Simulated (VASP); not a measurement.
# HfN in VASP: further runs

HfN is run at these levels: PBEsol; tasks: single point.

Program: VASP 6.6.1. These are calculated values, not measurements. Logs are shortened: lines on timing, memory, paths and dates and some standing lists are left out, and cuts for length are marked.

## (1) The cell of the first run

Symmetry: Cmcm, No. 63, orthorhombic system. Conventional cell: a = 4.502 Å, b = 4.502 Å, c = 4.502 Å, α = 90.00°, β = 90.00°, γ = 90.00°. Hf (site symmetry m2m) has 6 N at 2.21 to 2.29 Å within 2.9 Å. Within 2.9 Å of N (site symmetry m2m) lie 6 Hf at 2.21 to 2.29 Å.

## (2) Single point, PBEsol (mode 4 frozen in at -0.043 Å and mode 11 at -0.022 Å (largest displacements))

Input file INCAR:

```
SYSTEM = HfN
PREC = Accurate ; ENCUT = 520
EDIFF = 1E-7 ; ISMEAR = 0
SIGMA = 0.15 ; LREAL = .FALSE.
LASPH = .TRUE. ; NELM = 80
ALGO = Normal ; ISIF = 2
LWAVE = .FALSE. ; LCHARG = .TRUE.
GGA = PS ; LELF = .TRUE.
LVHAR = .TRUE. ; NBANDS = 23
```

Input file KPOINTS:

```
Automatic mesh
0
G
  14 14 10
  0 0 0
```

Input file POSCAR:

```
HfN
1.0
    0.0000000000     -2.2508000098     -2.2508000098
    0.0000000000      2.2508000098     -2.2508000098
    4.5016000196      0.0000000000      0.0000000000
Hf N
2 2
Direct
    0.5096976901      0.4903023099      0.5000000000
   -0.0096976901      0.0096976901      0.0000000000
    0.4997767293      0.5002232707      0.0000000000
    0.0002232707     -0.0002232707      0.5000000000
```

Potentials or basis: VASP PAW PBE potentials, release 64 (Hf_pv, N).

Run with:

```
$ cat potpaw_PBE.64/Hf_pv/POTCAR potpaw_PBE.64/N/POTCAR > POTCAR
$ mpirun -np 1 vasp_std > vasp.out
```

OUTCAR:

```text
SYSTEM = HfN
   PREC = Accurate
   ENCUT = 520
   EDIFF = 1E-7
   ISMEAR = 0
   LREAL = .FALSE.
   LASPH = .TRUE.
   NELM = 80
   ISIF = 2
   GGA = PS

 ion  position               nearest neighbor table
   1  0.510  0.490  0.500-   4 2.21   4 2.25   4 2.25   3 2.25   3 2.25   4 2.29   2 3.12   2 3.12
                             2 3.18   2 3.18   2 3.18   2 3.18   2 3.25   2 3.25
   2  0.990  0.010  0.000-   3 2.21   3 2.25   3 2.25   4 2.25   4 2.25   3 2.29   1 3.12   1 3.12
                             1 3.18   1 3.18   1 3.18   1 3.18   1 3.25   1 3.25
   3  0.500  0.500  0.000-   2 2.21   2 2.25   2 2.25   1 2.25   1 2.25   2 2.29
   4  0.000  1.000  0.500-   1 2.21   1 2.25   1 2.25   2 2.25   2 2.25   1 2.29

  LATTYP: Found a simple tetragonal cell.
 ALAT       =     3.1831119000
 C/A-ratio  =     1.4142135624

  Lattice vectors:

 A1 = (   0.0000000000,  -2.2508000098,  -2.2508000098)
 A2 = (   0.0000000000,   2.2508000098,  -2.2508000098)
 A3 = (   4.5016000196,   0.0000000000,   0.0000000000)

Analysis of symmetry for initial positions (statically):
=====================================================================
 Subroutine PRICEL returns:
 Original cell was already a primitive cell.

 Routine SETGRP: Setting up the symmetry group for a
 simple tetragonal supercell.

 Subroutine GETGRP returns: Found  8 space group operations
 (whereof  4 operations were pure point group operations)
 out of a pool of 16 trial point group operations.

The static configuration has the point symmetry C_2v.
 The point group associated with its full space group is D_2h.

Analysis of symmetry for dynamics (positions and initial velocities):
=====================================================================
 Subroutine PRICEL returns:
 Original cell was already a primitive cell.

 Routine SETGRP: Setting up the symmetry group for a
 simple tetragonal supercell.

 Subroutine GETGRP returns: Found  8 space group operations
 (whereof  4 operations were pure point group operations)
 out of a pool of 16 trial point group operations.

The dynamic configuration has the point symmetry C_2v.
 The point group associated with its full space group is D_2h.

 Subroutine INISYM returns: Found  8 space group operations
 (whereof  4 operations are pure point group operations),
 and found     1 'primitive' translations

----------------------------------------------------------------------------------------

                                     Primitive cell

  volume of cell :      45.6111

  direct lattice vectors                    reciprocal lattice vectors
     0.000000000 -2.250800010 -2.250800010     0.000000000 -0.222143237 -0.222143237
     0.000000000  2.250800010 -2.250800010     0.000000000  0.222143237 -0.222143237
     4.501600020  0.000000000  0.000000000     0.222143237  0.000000000  0.000000000

  length of vectors
     3.183111900  3.183111900  4.501600020     0.314157979  0.314157979  0.222143237

  position of ions in fractional coordinates (direct lattice)
     0.509697690  0.490302310  0.500000000
     0.990302310  0.009697690  0.000000000
     0.499776729  0.500223271  0.000000000
     0.000223271  0.999776729  0.500000000

  ion indices of the primitive-cell ions
   primitive index   ion index
                 1           1
                 2           2
                 3           3
                 4           4

----------------------------------------------------------------------------------------

 KPOINTS: Automatic mesh

Automatic generation of k-mesh.
 Grid dimensions read from file:
 generate k-points for:   14   14   10

 Generating k-lattice:

  Cartesian coordinates                     Fractional coordinates (reciprocal lattice)
     0.000000000 -0.015867374 -0.015867374     0.071428571  0.000000000  0.000000000
     0.000000000  0.015867374 -0.015867374     0.000000000  0.071428571  0.000000000
     0.022214324  0.000000000  0.000000000     0.000000000  0.000000000  0.100000000

  Length of vectors
     0.022439856  0.022439856  0.022214324

  Shift w.r.t. Gamma in fractional coordinates (k-lattice)
     0.000000000  0.000000000  0.000000000

 Subroutine IBZKPT returns following result:
 ===========================================

 Found    342 irreducible k-points:

 Following reciprocal coordinates:
            Coordinates               Weight
  0.000000  0.000000  0.000000      1.000000
  0.071429  0.000000  0.000000      4.000000
  0.142857  0.000000  0.000000      4.000000
  0.214286  0.000000  0.000000      4.000000
  0.285714  0.000000  0.000000      4.000000
  0.357143  0.000000  0.000000      4.000000
[... 16 lines left out ...]
 -0.142857  0.142857  0.000000      2.000000
  0.214286  0.142857  0.000000      4.000000
 [... further k-points ...]
   k-points           NKPTS =    342   k-points in BZ     NKDIM =    342   number of bands    NBANDS=     23
   number of dos      NEDOS =    301   number of ions     NIONS =      4
   total plane-waves  NPLWV =  20736
   dimension x,y,z NGX =    24 NGY =   24 NGZ =   36
   dimension x,y,z NGXF=    48 NGYF=   48 NGZF=   72
   ions per type =               2   2
   NGX,Y,Z   is equivalent  to a cutoff of  12.53, 12.53, 13.29 a.u.
   NGXF,Y,Z  is equivalent  to a cutoff of  25.07, 25.07, 26.59 a.u.
 SYSTEM =  HfN
   PREC   = accura    normal or accurate (medium, high low for compatibility)
   ISTART =      0    job   : 0-new  1-cont  2-samecut
   ICHARG =      2    charge: 1-file 2-atom 10-const
   ISPIN  =      1    spin polarized calculation?
   LNONCOLLINEAR =      F non collinear calculations
   LSORBIT =      F    spin-orbit coupling
   LASPH  =      T    aspherical Exc in radial PAW
   ENCUT  =  520.0 eV  38.22 Ry    6.18 a.u.   5.92  5.92  8.37*2*pi/ulx,y,z
   NELM   =     80;   NELMIN=  2; NELMDL= -5     # of ELM steps
   EDIFF  = 0.1E-06   stopping-criterion for ELM
   LREAL  =      F    real-space projection
   EDIFFG = 0.1E-05   stopping-criterion for IOM
   NSW    =      0    number of steps for IOM
   IBRION =     -1    ionic relax: 0-MD 1-quasi-New 2-CG
   NFREE  =      0    steps in history (QN), initial steepest desc. (CG)
   ISIF   =      2    stress and relaxation
   ISYM   =      2    0-nonsym 1-usesym 2-fastsym
   POTIM  = 0.5000    time-step for ionic-motion
   TEBEG  =    0.0;   TEEND  =   0.0 temperature during run
   PSTRESS=    0.0 pullay stress
   NELECT =      30.0000    total number of electrons
   NUPDOWN=      -1.0000    fix difference up-down
   EMIN   =  10.00;   EMAX   =-10.00  energy-range for DOS
   EFERMI =   0.00;   METHOD = LEGACY
   ISMEAR =     0;   SIGMA  =   0.15  broadening in eV -4-tet -1-fermi 0-gaus
   EFERMI_NEDOS =   21; number of points for ismear=-14 and -15
   IALGO  =     38    algorithm
   IMIX   =      4    mixing-type and parameters
     AMIX     =   0.40;   BMIX     =  1.00
     AMIX_MAG =   1.60;   BMIX_MAG =  1.00
  volume/ion in A,a.u.               =      11.40        76.95
  Fermi-wavevector in a.u.,A,eV,Ry     =   1.423721  2.690443 27.578773  2.026983
  Thomas-Fermi vector in A             =   2.544289
   LORBIT       =      0    0 simple, 1 ext, 2 COOP (PROOUT), +10 PAW based schemes
   GGA     = PS    functional components
   LHFCALC =     F    Hartree Fock is set to
   AEXX    =    0.0000 exact exchange contribution
   IVDW    =     0    specifies the selected vdW correction
   LEPSILON=     F    determine dielectric tensor
   LRPA    =     F    only Hartree local field effects (RPA)
 non-spin polarized calculation
 Gauss-broadening in eV      SIGMA  =   0.15
  energy-cutoff  :      520.00
  volume of cell :       45.61
 maximum number of plane-waves:      1272
   NGX = 11   NGY = 11   NGZ = 17

 number of electron      30.0000002 magnetization

 Free energy of the ion-electron system (eV)
  ---------------------------------------------------
  ext. energy  EPLUGINS =         0.00000000
  ---------------------------------------------------
  free energy    TOTEN  =       -45.95523900 eV

  energy without entropy =      -45.94043006  energy(sigma->0) =      -45.94783453

 E-fermi :   8.2921     XC(G=0): -12.9498

 val. band max:        8.2893082222   @ k =   0.2143   0.2143   0.3000
 cond. band min:       8.2957354579   @ k =   0.4286   0.4286   0.4000
 fundamental gap:      0.0064272356
 Fermi energy:         8.2921248091

 k-point     1 :       0.0000    0.0000    0.0000
  band No.  band energies     occupation
      1     -23.5589      2.00000
      2     -23.0466      2.00000
      3     -23.0418      2.00000
      4     -22.7209      2.00000
      5     -22.7199      2.00000
      6     -22.7163      2.00000
[... 15 lines left out ...]
     22      12.4705      0.00000
     23      13.8620      0.00000

 k-point     2 :       0.0714    0.0000    0.0000
  band No.  band energies     occupation
      1     -23.5466      2.00000
      2     -23.0688      2.00000
      3     -23.0368      2.00000
      4     -22.7549      2.00000
      5     -22.7246      2.00000
      6     -22.7208      2.00000
[... 15 lines left out ...]
     22      12.7456      0.00000
     23      13.7585      0.00000

 k-point     3 :       0.1429    0.0000    0.0000
  band No.  band energies     occupation
      1     -23.5106      2.00000
      2     -23.1359      2.00000
      3     -23.0164      2.00000
      4     -22.8503      2.00000
      5     -22.7493      2.00000
      6     -22.7227      2.00000
[... 15 lines left out ...]
     22      13.1849      0.00000
     23      13.4872      0.00000
[... 495 lines left out ...]
 k-point    23 :      -0.1429    0.1429    0.0000
  band No.  band energies     occupation
      1     -23.4658      2.00000
      2     -23.1415      2.00000
      3     -23.0738      2.00000
      4     -22.9121      2.00000
      5     -22.7823      2.00000
      6     -22.7780      2.00000
[... 15 lines left out ...]
     22      13.4491      0.00000
     23      13.7358      0.00000

 k-point    24 :       0.2143    0.1429    0.0000
  band No.  band energies     occupation
      1     -23.4132      2.00000
      2     -23.2215      2.00000
      3     -23.0536      2.00000
      4     -23.0250      2.00000
      5     -22.8135      2.00000
      6     -22.8002      2.00000
[... 15 lines left out ...]
     22      13.8699      0.00000
     23      13.8811      0.00000

 [... further k-points ...]
[... 5 lines left out ...]
  --------------------------------------------------------------------------------------
  -------------------------------------------------------------------------------------
  Total       -0.7015464     -0.2912717     -0.5411032      0.0000000      0.0000000      0.0000000
  in kB      -24.6431535    -10.2314743    -19.0072794      0.0000000      0.0000000      0.0000000
  external PRESSURE =     -17.9606357 kB  Pullay stress =       0.0000000 kB

 VOLUME and BASIS-vectors are now :
 -----------------------------------------------------------------------------
  energy-cutoff  :      520.00
  volume of cell :       45.61
      direct lattice vectors                 reciprocal lattice vectors
     0.000000000 -2.250800010 -2.250800010     0.000000000 -0.222143237 -0.222143237
     0.000000000  2.250800010 -2.250800010     0.000000000  0.222143237 -0.222143237
     4.501600020  0.000000000  0.000000000     0.222143237  0.000000000  0.000000000

 POSITION                                       TOTAL-FORCE (eV/Angst)
 -----------------------------------------------------------------------------------
      2.25080     -0.04366     -2.25080         0.000000      0.767920      0.000000
      0.00000     -2.20714     -2.25080         0.000000     -0.767920      0.000000
      0.00000      0.00101     -2.25080         0.000000      0.264441      0.000000
      2.25080      2.24979     -2.25080         0.000000     -0.264441      0.000000
 -----------------------------------------------------------------------------------
    total drift:                                0.000000     -0.000000     -0.000000

  FREE ENERGIE OF THE ION-ELECTRON SYSTEM (eV)
  ---------------------------------------------------
  free  energy   TOTEN  =       -45.9552390024 eV

  energy  without entropy=      -45.9404300553  energy(sigma->0) =      -45.94783453
```

It took 3.9 min on 1 thread of Intel Xeon 6975P-C, shared host; peak memory 0.4 GiB.

Results:

```yaml
Free_energy: -45.9552 eV
Pressure: -1.8 GPa
Largest_force: 0.768 eV/Å
Band_gap_on_the_k_mesh: zero (band 15 reaches 11.64 eV, above the bottom of band 16 at 4.63 eV)
```

Forces in eV/Å, atoms in the order of the input:
```
Hf   0.000  0.768  0.000
Hf   0.000 -0.768  0.000
N    0.000  0.264  0.000
N    0.000 -0.264  0.000
```

Stress tensor (GPa, compression positive):
```
-2.46  0.00  0.00
 0.00 -1.02  0.00
 0.00  0.00 -1.90
```

Caveat: the cell differs from its parent crystal (mode 4 frozen in at -0.043 Å and mode 11 at -0.022 Å (largest displacements)); the PAW data sets were made with another functional, which shifts forces and pressure a little; spin-orbit coupling is left out, which moves the levels of the heavy elements.

## (3) Single point, PBEsol (mode 4 frozen in at -0.021 Å and mode 11 at -0.045 Å (largest displacements))

Input file INCAR:

```
SYSTEM = HfN
PREC = Accurate
ENCUT = 520
EDIFF = 1E-6
ISMEAR = 0
SIGMA = 0.15
LREAL = .FALSE.
LASPH = .TRUE.
NELM = 60
ALGO = Normal
ISIF = 2
LWAVE = .FALSE.
LCHARG = .FALSE.
GGA = PS
NBANDS = 23
```

KPOINTS is that of step 2.

Input file POSCAR:

```
HfN
1.0
    0.0000000000     -2.2508000098     -2.2508000098
    0.0000000000      2.2508000098     -2.2508000098
    4.5016000196      0.0000000000      0.0000000000
Hf N
2 2
Direct
    0.5051569501      0.4948430499      0.5000000000
   -0.0051569501      0.0051569501      0.0000000000
    0.5073473324      0.4926526676      0.0000000000
   -0.0073473324      0.0073473324      0.5000000000
```

Potentials or basis: VASP PAW PBE potentials, release 64 (Hf_pv, N).

Run with:

```
$ cat potpaw_PBE.64/Hf_pv/POTCAR potpaw_PBE.64/N/POTCAR > POTCAR
$ mpirun -np 1 vasp_std > vasp.out
```

Run time: 3.1 min. Hardware: 1 thread of Intel Xeon 6975P-C, shared host; peak memory 0.4 GiB.

Results (log left out):

| Property | Result |
| --- | --- |
| Free energy | -45.9549 eV |
| Pressure | -1.7 GPa |
| Largest force | 0.625 eV/Å |
| Band gap on the k mesh | zero (band 15 reaches 11.64 eV, above the bottom of band 16 at 4.79 eV) |

Forces on the atoms (eV/Å):
```
Hf   0.000  0.625  0.000
Hf   0.000 -0.625  0.000
N    0.000  0.582  0.000
N    0.000 -0.582  0.000
```

Stress tensor (GPa, compression positive):
```
-2.58  0.00  0.00
 0.00 -0.63  0.00
 0.00  0.00 -1.86
```

Levels at points of the mesh, in eV from the Fermi level:
| k point | band 12 | band 13 | band 14 | band 15 | band 16 | band 17 | band 18 | band 19 |
| --- | --- | --- | --- | --- | --- | --- | --- | --- |
| (0.00, 0.00, 0.00) | -3.68 | -3.02 | -3.01 | -2.84 | -0.38 | -0.37 | -0.31 | 1.91 |
| (0.50, 0.00, 0.00) | -5.91 | -5.37 | -5.31 | 1.66 | 1.92 | 2.10 | 2.37 | 3.24 |
| (0.50, 0.50, 0.00) | -3.89 | -3.67 | -3.67 | -3.67 | -3.50 | 4.09 | 4.16 | 5.63 |
| (0.00, 0.00, 0.50) | -3.96 | -3.86 | -3.86 | -2.39 | -2.39 | 2.89 | 2.89 | 3.18 |
| (0.50, 0.00, 0.50) | -6.24 | -6.23 | -6.23 | 3.34 | 3.34 | 3.75 | 3.75 | 3.77 |
| (0.50, 0.50, 0.50) | -5.48 | -5.45 | -5.45 | 1.14 | 1.14 | 1.14 | 1.14 | 5.65 |

Caveat: the cell differs from its parent crystal (mode 4 frozen in at -0.021 Å and mode 11 at -0.045 Å (largest displacements)); the PAW data sets were made with another functional, which shifts forces and pressure a little; spin-orbit coupling is left out, which moves the levels of the heavy elements.

(Continued in part 2 of 2.)
